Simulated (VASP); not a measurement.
Wanted: the native input for a VASP 6.6.1 run.

* Task: relaxation of shape and atoms at fixed volume
* Functional: PBE
* Dispersion: D3(BJ)
* Potentials or basis: VASP PAW PBE potentials, release 64 (Cd, I)
* Cutoff: 500 eV
* k mesh: 6 × 6 × 4
* Occupations: gaussian, width 0.02 eV
* Spin: no spin polarisation
* Dipole correction: no
* Further INCAR settings: ALGO = Normal; EDIFF = 1e-07; IBRION = 2; EDIFFG = -0.01; NSW = 50; ISIF = 4

The structure of CdI2 lies in POSCAR:

```
CdI2
1.0
    4.3105108792      0.0000000000      0.0000000000
   -2.1552554396      3.7330119247      0.0000000000
    0.0000000000      0.0000000000      7.0108548644
Cd I
1 2
Direct
    0.0000000000      0.0000000000      0.0000000000
    0.3333333333      0.6666666667      0.2486085126
    0.6666666667      0.3333333333      0.7513914874
```

These files were run (other wordings do the same):

INCAR

```
PREC     = Accurate       # precision mode
ENCUT    = 500            # plane-wave cutoff, eV
EDIFF    = 1E-7           # SCF threshold, eV
ISMEAR   = 0              # smearing method
SIGMA    = 0.02           # smearing width, eV
LREAL    = F              # projectors in reciprocal space
LASPH    = T              # aspherical terms in the spheres
NELM     = 120            # most SCF steps
ALGO     = Normal         # electronic algorithm
ISIF     = 4              # what is computed and relaxed
LWAVE    = F              # write WAVECAR
LCHARG   = F              # write CHGCAR
GGA      = PE             # functional
IVDW     = 12             # dispersion correction
IBRION   = 2              # ionic algorithm
NSW      = 50             # ionic steps
EDIFFG   = -0.01          # ionic threshold
GGA_COMPAT= F            
NELMIN   = 4
```

KPOINTS

```
regular mesh
0
Gamma
  6 6 4
```

Potentials or basis: VASP PAW PBE potentials, release 64 (Cd, I).

Launch:

```console
$ cat potpaw_PBE.64/Cd/POTCAR potpaw_PBE.64/I/POTCAR > POTCAR
$ mpirun -np 1 vasp_std > vasp.out
```

Results of the run:

```yaml
Energy_gained_by_relaxing: 1.6 meV/atom
Ionic_steps: 6
Pressure_after_relaxing: -0.7 GPa
Band_gap_on_the_k_mesh: 2.36 eV (least direct gap 2.52 eV)
Dispersion_energy_per_atom: -0.315 eV
```

Caveat: spin-orbit coupling is left out, which moves the levels of the heavy elements.

Run time: 2 min on 1 thread of Intel(R) Xeon(R) Platinum 8488C (Sapphire Rapids) (shared host), peak memory 0.25 GiB.
